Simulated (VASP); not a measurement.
# Lu (Im-3m) in VASP: single point with PBEsol

Aim: the single point of Lu with PBEsol.

Program: VASP 6.6.1. These are calculated values, not measurements. Logs are shortened: lines on timing, memory, paths and dates and some standing lists are left out, and cuts for length are marked.

**1. The cell of the first run**

Symmetry: Im-3m, No. 229, cubic system. The conventional cell has a = 3.032 Å, b = 3.032 Å, c = 3.032 Å, α = 90.00°, β = 90.00°, γ = 90.00°. Lu (site symmetry m-3m) has 14 Lu at 2.63 to 3.03 Å within 3.5 Å.

This isn't the form of Lu at room conditions, which is hcp.

**2. Single point, PBEsol (13.94 Å³/atom)**

File POSCAR:

```
Lu
1.0
   -1.5162378268      1.5162378268      1.5162378268
    1.5162378268     -1.5162378268      1.5162378268
    1.5162378268      1.5162378268     -1.5162378268
Lu
1
Direct
    0.0000000000      0.0000000000      0.0000000000
```

File INCAR.step1:

```
ALGO = Normal ; EDIFF = 1E-7
ENCUT = 520 ; GGA = PS
ISIF = 2 ; ISMEAR = -1
LASPH = T ; LCHARG = T
LREAL = F ; LWAVE = F
NBANDS = 18 ; NELM = 100
PREC = Accurate ; SIGMA = 0.05
```

File KPOINTS.step1:

```
k-points
0
Gamma
  16 16 16
```

File INCAR.step2:

```
ALGO = Normal ; EDIFF = 1E-7
ENCUT = 520 ; GGA = PS
ICHARG = 11 ; ISIF = 2
ISMEAR = -5 ; LASPH = T
LCHARG = F ; LORBIT = 11
LREAL = F ; LWAVE = F
NEDOS = 1001 ; NELM = 100
PREC = Accurate ; SIGMA = 0.05
```

File KPOINTS.step2:

```
k-points
0
Gamma
  24 24 24
```

Potentials or basis: VASP PAW PBE potentials, release 64 (Lu).

Command:

```console
cat potpaw_PBE.64/Lu/POTCAR > POTCAR
cp INCAR.step1 INCAR
cp KPOINTS.step1 KPOINTS
mpirun -np 1 vasp_std > vasp.out
cp INCAR.step2 INCAR
cp KPOINTS.step2 KPOINTS
mpirun -np 1 vasp_std > vasp.out
```

OUTCAR:

```text
EDIFF = 1E-7
   ENCUT = 520
   GGA = PS
   ICHARG = 11
   ISIF = 2
   ISMEAR = -5
   LASPH = T
   LORBIT = 11
   LREAL = F
   NELM = 100
   PREC = Accurate

 ion  position               nearest neighbor table
   1  0.000  0.000  0.000-

  LATTYP: Found a body centered cubic cell.
 ALAT       =     3.0324756536

  Lattice vectors:

 A1 = (  -1.5162378268,   1.5162378268,   1.5162378268)
 A2 = (   1.5162378268,  -1.5162378268,   1.5162378268)
 A3 = (   1.5162378268,   1.5162378268,  -1.5162378268)

Analysis of symmetry for initial positions (statically):
=====================================================================
 Subroutine PRICEL returns:
 Original cell was already a primitive cell.

 Routine SETGRP: Setting up the symmetry group for a
 body centered cubic supercell.

 Subroutine GETGRP returns: Found 48 space group operations
 (whereof 48 operations were pure point group operations)
 out of a pool of 48 trial point group operations.

The static configuration has the point symmetry O_h .

Analysis of symmetry for dynamics (positions and initial velocities):
=====================================================================
 Subroutine PRICEL returns:
 Original cell was already a primitive cell.

 Routine SETGRP: Setting up the symmetry group for a
 body centered cubic supercell.

 Subroutine GETGRP returns: Found 48 space group operations
 (whereof 48 operations were pure point group operations)
 out of a pool of 48 trial point group operations.

The dynamic configuration has the point symmetry O_h .

 Subroutine INISYM returns: Found 48 space group operations
 (whereof 48 operations are pure point group operations),
 and found     1 'primitive' translations

----------------------------------------------------------------------------------------

                                     Primitive cell

  volume of cell :      13.9432

  direct lattice vectors                    reciprocal lattice vectors
    -1.516237827  1.516237827  1.516237827     0.000000000  0.329763571  0.329763571
     1.516237827 -1.516237827  1.516237827     0.329763571  0.000000000  0.329763571
     1.516237827  1.516237827 -1.516237827     0.329763571  0.329763571  0.000000000

  length of vectors
     2.626200952  2.626200952  2.626200952     0.466356114  0.466356114  0.466356114

  position of ions in fractional coordinates (direct lattice)
     0.000000000  0.000000000  0.000000000

  ion indices of the primitive-cell ions
   primitive index   ion index
                 1           1

----------------------------------------------------------------------------------------

 KPOINTS: k-points

Automatic generation of k-mesh.
 Grid dimensions read from file:
 generate k-points for:   24   24   24

 Generating k-lattice:

  Cartesian coordinates                     Fractional coordinates (reciprocal lattice)
     0.000000000  0.013740149  0.013740149     0.041666667  0.000000000  0.000000000
     0.013740149  0.000000000  0.013740149     0.000000000  0.041666667  0.000000000
     0.013740149  0.013740149  0.000000000     0.000000000  0.000000000  0.041666667

  Length of vectors
     0.019431505  0.019431505  0.019431505

  Shift w.r.t. Gamma in fractional coordinates (k-lattice)
     0.000000000  0.000000000  0.000000000

 TETIRR: Found  16469 inequivalent tetrahedra from    82944

 Subroutine IBZKPT returns following result:
 ===========================================

 Found    413 irreducible k-points:

 Following reciprocal coordinates:
            Coordinates               Weight
  0.000000  0.000000  0.000000      1.000000
  0.041667  0.000000  0.000000     12.000000
  0.083333  0.000000  0.000000     12.000000
  0.125000  0.000000  0.000000     12.000000
  0.166667  0.000000  0.000000     12.000000
  0.208333  0.000000  0.000000     12.000000
[... 16 lines left out ...]
  0.416667  0.041667  0.000000     48.000000
  0.458333  0.041667  0.000000     48.000000
 [... further k-points ...]
   k-points           NKPTS =    413   k-points in BZ     NKDIM =    413   number of bands    NBANDS=     16
   number of dos      NEDOS =   1001   number of ions     NIONS =      1
   total plane-waves  NPLWV =   8000
   dimension x,y,z NGX =    20 NGY =   20 NGZ =   20
   dimension x,y,z NGXF=    40 NGYF=   40 NGZF=   40
   ions per type =               1
   NGX,Y,Z   is equivalent  to a cutoff of  12.66, 12.66, 12.66 a.u.
   NGXF,Y,Z  is equivalent  to a cutoff of  25.32, 25.32, 25.32 a.u.
 SYSTEM =  unknown system
   PREC   = accura    normal or accurate (medium, high low for compatibility)
   ISTART =      0    job   : 0-new  1-cont  2-samecut
   ICHARG =     11    charge: 1-file 2-atom 10-const
   ISPIN  =      1    spin polarized calculation?
   LNONCOLLINEAR =      F non collinear calculations
   LSORBIT =      F    spin-orbit coupling
   LASPH  =      T    aspherical Exc in radial PAW
   ENCUT  =  520.0 eV  38.22 Ry    6.18 a.u.   4.88  4.88  4.88*2*pi/ulx,y,z
   NELM   =    100;   NELMIN=  2; NELMDL=  0     # of ELM steps
   EDIFF  = 0.1E-06   stopping-criterion for ELM
   LREAL  =      F    real-space projection
   EDIFFG = 0.1E-05   stopping-criterion for IOM
   NSW    =      0    number of steps for IOM
   IBRION =     -1    ionic relax: 0-MD 1-quasi-New 2-CG
   NFREE  =      0    steps in history (QN), initial steepest desc. (CG)
   ISIF   =      2    stress and relaxation
   ISYM   =      2    0-nonsym 1-usesym 2-fastsym
   POTIM  = 0.5000    time-step for ionic-motion
   TEBEG  =    0.0;   TEEND  =   0.0 temperature during run
   PSTRESS=    0.0 pullay stress
   NELECT =      25.0000    total number of electrons
   NUPDOWN=      -1.0000    fix difference up-down
   EMIN   =  10.00;   EMAX   =-10.00  energy-range for DOS
   EFERMI =   0.00;   METHOD = LEGACY
   ISMEAR =    -5;   SIGMA  =   0.05  broadening in eV -4-tet -1-fermi 0-gaus
   EFERMI_NEDOS =   21; number of points for ismear=-14 and -15
   IALGO  =     38    algorithm
   IMIX   =      4    mixing-type and parameters
     AMIX     =   0.40;   BMIX     =  1.00
     AMIX_MAG =   1.60;   BMIX_MAG =  1.00
  volume/ion in A,a.u.               =      13.94        94.09
  Fermi-wavevector in a.u.,A,eV,Ry     =   1.988845  3.758371 53.817882  3.955503
  Thomas-Fermi vector in A             =   3.007145
   LORBIT       =     11    0 simple, 1 ext, 2 COOP (PROOUT), +10 PAW based schemes
   GGA     = PS    functional components
   LHFCALC =     F    Hartree Fock is set to
   AEXX    =    0.0000 exact exchange contribution
   IVDW    =     0    specifies the selected vdW correction
   LEPSILON=     F    determine dielectric tensor
   LRPA    =     F    only Hartree local field effects (RPA)
 non-spin polarized calculation
 Fermi weights with tetrahedron method with Bloechl corrections
  energy-cutoff  :      520.00
  volume of cell :       13.94
 maximum number of plane-waves:       394

 number of electron      24.9999986 magnetization

 Free energy of the ion-electron system (eV)
  ---------------------------------------------------
  ext. energy  EPLUGINS =         0.00000000
  ---------------------------------------------------
  free energy    TOTEN  =        -2.16988457 eV

  energy without entropy =       -2.16988457  energy(sigma->0) =       -2.16988457

 E-fermi :   5.4104     XC(G=0): -15.1104

 val. band max:        5.4216225659   @ k =  -0.3333   0.4583   0.0417
 cond. band min:       5.2445686673   @ k =  -0.3750  -0.3750   0.1250
 fundamental gap:     -0.1770538985
 Fermi energy:         5.4103688325

 k-point     1 :       0.0000    0.0000    0.0000
  band No.  band energies     occupation
      1     -50.4630      2.00000
      2     -19.0307      2.00000
      3     -19.0307      2.00000
      4     -19.0307      2.00000
      5      -1.4501      2.00000
      6       0.4966      2.00000
[... 8 lines left out ...]
     15       8.2653      0.00000
     16      12.6840      0.00000

 k-point     2 :       0.0417    0.0000    0.0000
  band No.  band energies     occupation
      1     -50.4523      2.00000
      2     -19.1210      2.00000
      3     -19.0540      2.00000
      4     -19.0323      2.00000
      5      -1.3127      2.00000
      6       0.4976      2.00000
[... 8 lines left out ...]
     15       8.3987      0.00000
     16      12.5019      0.00000

 k-point     3 :       0.0833    0.0000    0.0000
  band No.  band energies     occupation
      1     -50.4209      2.00000
      2     -19.3794      2.00000
      3     -19.1220      2.00000
      4     -19.0372      2.00000
      5      -0.9200      2.00000
      6       0.5017      2.00000
[... 8 lines left out ...]
     15       8.7929      0.00000
     16      12.1002      0.00000

 k-point     4 :       0.1250    0.0000    0.0000
  band No.  band energies     occupation
      1     -50.3706      2.00000
      2     -19.7725      2.00000
      3     -19.2286      2.00000
      4     -19.0450      2.00000
      5      -0.3313      2.00000
      6       0.5132      2.00000
[... 8 lines left out ...]
     15       9.4321      0.00000
     16      11.7553      0.00000

 k-point     5 :       0.1667    0.0000    0.0000
  band No.  band energies     occupation
      1     -50.3044      2.00000
      2     -20.2567      2.00000
      3     -19.3647      2.00000
      4     -19.0553      2.00000
      5       0.3075      2.00000
      6       0.5259      2.00000
[... 8 lines left out ...]
     15      10.2948      0.00000
     16      11.6518      0.00000

 k-point     6 :       0.2083    0.0000    0.0000
  band No.  band energies     occupation
      1     -50.2265      2.00000
      2     -20.7869      2.00000
      3     -19.5194      2.00000
      4     -19.0675      2.00000
      5       0.4812      2.00000
      6       0.5370      2.00000
[... 8 lines left out ...]
     15      11.3577      0.00000
     16      11.8086      0.00000

 k-point     7 :       0.2500    0.0000    0.0000
  band No.  band energies     occupation
      1     -50.1419      2.00000
      2     -21.3225      2.00000
      3     -19.6811      2.00000
      4     -19.0808      2.00000
      5       0.5108      2.00000
      6       0.5461      2.00000
[... 8 lines left out ...]
     15      12.1520      0.00000
     16      12.5962      0.00000

 k-point     8 :       0.2917    0.0000    0.0000
  band No.  band energies     occupation
      1     -50.0561      2.00000
      2     -21.8295      2.00000
      3     -19.8386      2.00000
      4     -19.0944      2.00000
      5       0.5400      2.00000
      6       0.5519      2.00000
[... 8 lines left out ...]
     15      12.5916      0.00000
     16      13.2436      0.00000

 k-point     9 :       0.3333    0.0000    0.0000
  band No.  band energies     occupation
      1     -49.9751      2.00000
      2     -22.2801      2.00000
      3     -19.9819      2.00000
      4     -19.1072      2.00000
      5       0.5541      2.00000
      6       0.5792      2.00000
[... 8 lines left out ...]
     15      13.0319      0.00000
     16      13.5771      0.00000
[... 172 lines left out ...]
 k-point    19 :       0.2500    0.0417    0.0000
  band No.  band energies     occupation
      1     -50.0935      2.00000
      2     -21.5922      2.00000
      3     -19.7703      2.00000
      4     -19.1180      2.00000
      5       0.5311      2.00000
      6       0.5569      2.00000
[... 8 lines left out ...]
     15      12.1126      0.00000
     16      13.3408      0.00000

 k-point    20 :       0.2917    0.0417    0.0000
  band No.  band energies     occupation
      1     -50.0101      2.00000
      2     -22.0640      2.00000
      3     -19.9274      2.00000
      4     -19.1320      2.00000
      5       0.5511      2.00000
      6       0.5736      2.00000
[... 8 lines left out ...]
     15      12.5752      0.00000
     16      13.6560      0.00000

 k-point    21 :       0.3333    0.0417    0.0000
  band No.  band energies     occupation
      1     -49.9343      2.00000
      2     -22.4698      2.00000
      3     -20.0649      2.00000
      4     -19.1448      2.00000
      5       0.5558      2.00000
      6       0.6125      2.00000
[... 8 lines left out ...]
     15      13.0255      0.00000
     16      13.9824      0.00000

 k-point    22 :       0.3750    0.0417   -0.0000
  band No.  band energies     occupation
      1     -49.8717      2.00000
      2     -22.7904      2.00000
      3     -20.1751      2.00000
      4     -19.1553      2.00000
      5       0.5553      2.00000
      6       0.6572      2.00000
[... 8 lines left out ...]
     15      13.3283      0.00000
     16      14.3427      0.00000

 k-point    23 :       0.4167    0.0417    0.0000
  band No.  band energies     occupation
      1     -49.8271      2.00000
      2     -23.0119      2.00000
      3     -20.2518      2.00000
      4     -19.1628      2.00000
      5       0.5537      2.00000
      6       0.6734      2.00000
[... 8 lines left out ...]
     15      13.3597      0.00000
     16      14.7303      0.00000

 k-point    24 :       0.4583    0.0417    0.0000
  band No.  band energies     occupation
      1     -49.8039      2.00000
      2     -23.1250      2.00000
      3     -20.2912      2.00000
      4     -19.1667      2.00000
      5       0.5525      2.00000
      6       0.6703      2.00000
[... 8 lines left out ...]
     15      13.2127      0.00000
     16      15.0098      0.00000

 [... further k-points ...]
[... 5 lines left out ...]
  --------------------------------------------------------------------------------------
  -------------------------------------------------------------------------------------
  Total        8.8848702      8.8848702      8.8848702     -0.0000000     -0.0000000     -0.0000000
  in kB     1020.9387727   1020.9387727   1020.9387727     -0.0000000     -0.0000000     -0.0000000
  external PRESSURE =    1020.9387727 kB  Pullay stress =       0.0000000 kB

 VOLUME and BASIS-vectors are now :
 -----------------------------------------------------------------------------
  energy-cutoff  :      520.00
  volume of cell :       13.94
      direct lattice vectors                 reciprocal lattice vectors
    -1.516237827  1.516237827  1.516237827     0.000000000  0.329763571  0.329763571
     1.516237827 -1.516237827  1.516237827     0.329763571  0.000000000  0.329763571
     1.516237827  1.516237827 -1.516237827     0.329763571  0.329763571  0.000000000

 POSITION                                       TOTAL-FORCE (eV/Angst)
 -----------------------------------------------------------------------------------
      0.00000      0.00000      0.00000         0.000000      0.000000      0.000000
 -----------------------------------------------------------------------------------
    total drift:                                0.000000      0.000000      0.000000

  FREE ENERGIE OF THE ION-ELECTRON SYSTEM (eV)
  ---------------------------------------------------
  free  energy   TOTEN  =        -2.1698845652 eV

  energy  without entropy=       -2.1698845652  energy(sigma->0) =       -2.16988457

 total charge

# of ion       s       p       d       f       tot
--------------------------------------------------
    1        2.532   6.105   2.071  14.030  24.738
```

Run time: 66 s. Hardware: 1 thread of Intel Xeon Platinum 8488C (Sapphire Rapids), shared host; peak memory 0.26 GiB.

Results:

| Property | Result |
| --- | --- |
| Valence electrons inside the program's atomic spheres | Lu 24.74 |

Caveat: the PAW data sets were made with another functional, which shifts forces and pressure a little; spin-orbit coupling is left out, which moves the levels of the heavy elements; tetrahedron occupations give inexact forces and stress in metals.
